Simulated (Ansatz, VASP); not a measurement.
**Hf in VASP and in Ansatz**

INCAR

```
SYSTEM = Hf
PREC     = Accurate       ! precision mode
ENCUT    = 520            ! plane-wave cutoff, eV
EDIFF    = 1E-6           ! SCF threshold, eV
ISMEAR   = 0              ! smearing method
SIGMA    = 0.15           ! smearing width, eV
LREAL    = .FALSE.        ! projectors in reciprocal space
LASPH    = .TRUE.         ! aspherical terms in the spheres
NELM     = 80             ! most SCF steps
ALGO     = Fast           ! electronic algorithm
ISIF     = 2              ! what is computed and relaxed
LWAVE    = .FALSE.        ! write WAVECAR
LCHARG   = .TRUE.         ! write CHGCAR
GGA      = PE             ! functional
LELF     = .TRUE.         ! ELF
LVHAR    = .TRUE.       
NBANDS   = 17             ! bands
```

Contents of KPOINTS:

```
Automatic mesh
0
G
  18 18 10
  0 0 0
```

POSCAR

```
Hf
1.0
    2.8370699402      0.0000000000      0.0000000000
   -1.4185349701      2.4569746406      0.0000000000
    0.0000000000      0.0000000000      5.0578000000
Hf
2
Direct
    0.3333333333      0.6666666667      0.2500000000
    0.6666666667      0.3333333333      0.7500000000
```

Input for Ansatz:

```yaml
crystal:
  lattice:
    - [2.8370699402, 0.0, 0.0]
    - [-1.4185349701, 2.4569746406, 0.0]
    - [0.0, 0.0, 5.0578]
  atoms:
    - { symbol: Hf, position: [0.3333333333, 0.6666666667, 0.25] }
    - { symbol: Hf, position: [0.6666666667, 0.3333333333, 0.75] }
basis:
  ecutwfc: 420
kpoints:
  mp_grid: { grid: [18, 18, 10] }
hamiltonian:
  xc: pbe
scf:
  occupations: { method: gaussian, width: 0.15 }
output:
  forces: true
  stress: true
  eigenvalues: true
```

Change from the starting cell: strain -0.1125 x Voigt [1, 1, 0, 0, 0, 0], atoms carried along.

Alike in both runs: task single point; functional PBE; k mesh 18 × 18 × 10; occupations gaussian, width 0.15 eV; no spin polarisation.

|  | VASP | Ansatz |
| --- | --- | --- |
| version | VASP 6.6.1 | Ansatz 0.2.0 |
| potentials or method | VASP PAW PBE potentials, release 64 (Hf_pv), cutoff 520 eV | scalar-relativistic, plane waves, PAW |
| valence electrons in the cell | 20 | 52 |

Ansatz gave:

| Item | Value |
| --- | --- |
| gap on the k mesh at the Fermi level (eV) | none |
| pressure (GPa) | 38.2 |
| traceless stress, the component that is largest in VASP (GPa) | -10.13 |

Question: What did VASP give for the same quantities?

Answer: gap on the k mesh at the Fermi level (eV): none; pressure (GPa): 37.6; traceless stress, the component that is largest in VASP (GPa): -10.30.

A gap of «none» marks a metal or a gap that the smearing closes. Both programs put the cell under a high pressure, so it lies far from rest at this level. VASP's potentials hold 20 valence electrons a cell and Ansatz's 52, so a difference there can come from the potentials and not from the codes.

Neither program's run includes spin-orbit coupling.
